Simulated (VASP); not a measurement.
Input of a VASP 6.6.1 run:

File INCAR:

```
SYSTEM = TaN
PREC = Accurate
ENCUT = 520
EDIFF = 1E-6
ISMEAR = 0
SIGMA = 0.15
LREAL = .FALSE.
LASPH = .TRUE.
NELM = 60
ALGO = Normal
ISIF = 2
LWAVE = .FALSE.
LCHARG = .TRUE.
GGA = PS
LELF = .TRUE.
LVHAR = .TRUE.
NBANDS = 24
```

Contents of KPOINTS:

```
regular mesh
0
G
  18 18 8
  0 0 0
```

File POSCAR:

```
TaN
1.0
    3.2061367218      0.0000000000      0.0000000000
   -1.6030683609      2.7765958491      0.0000000000
    0.0000000000      0.0000000000      5.5087841154
Ta N
2 2
Direct
    0.3333333333      0.6666666667      0.0301041378
    0.6666666667      0.3333333333      0.5301041378
    0.3333333333      0.6666666667      0.3548958622
    0.6666666667      0.3333333333      0.8548958622
```

Potentials or basis: VASP PAW PBE potentials, release 64 (Ta_pv, N).

Run with:

```sh
$ cat potpaw_PBE.64/Ta_pv/POTCAR potpaw_PBE.64/N/POTCAR > POTCAR
$ mpirun -np 1 vasp_std > vasp.out
```

(1) What does it give for the pressure?

(2) Predict the largest force.

(3) Predict the band gap on the k mesh.

Results:

(1) 27.1 GPa.

(2) 4.409 eV/Å.

(3) zero (bands 16 and 17 overlap by 1.04 eV).

Caveat: the stress differs along the axes, from 3 to 76 GPa; the PAW data sets were made with another functional, which shifts forces and pressure a little; spin-orbit coupling is left out, which moves the levels of the heavy elements.
